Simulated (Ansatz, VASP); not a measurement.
# Two plane-wave programs on SiO2

```
Si O
1.0
     4.29940    0.00000    0.00000
     0.00000    4.29940    0.00000
     0.00000    0.00000    2.85120
Si O
2 4
Direct
  0.50000 0.50000 0.50000
  0.00000 0.00000 0.00000
  0.69301 0.69301 0.00000
  0.19301 0.80699 0.50000
  0.30699 0.30699 0.00000
  0.80699 0.19301 0.50000
```

Alike in both runs: task single point; functional PBE; k mesh 6 × 6 × 8; occupations gaussian, width 0.05 eV; no spin polarisation.

```csv
,VASP,Ansatz
version,VASP 6.6.1,Ansatz 0.2.0
potentials or method,"VASP PAW PBE potentials, release 64 (Si, O), cutoff 520 eV","scalar-relativistic, plane waves, PAW"
valence electrons in the cell,32,32
```

|  | VASP | Ansatz | Ansatz less VASP |
| --- | --- | --- | --- |
| gap on the k mesh at the Fermi level (eV) | 3.40 | 3.43 | +0.022 |
| least direct gap on the mesh (eV) | 3.40 | 3.43 | +0.022 |
| pressure (GPa) | -23.0 | -23.2 | -0.23 |
| traceless stress, the component that is largest in VASP (GPa) | -12.99 | -13.30 | -0.314 |
| rms of the force components (eV/Å) | 0.054 | 0.059 | +0.0047 |

Atom by atom the forces differ by 0.005 eV/Å (rms over components).
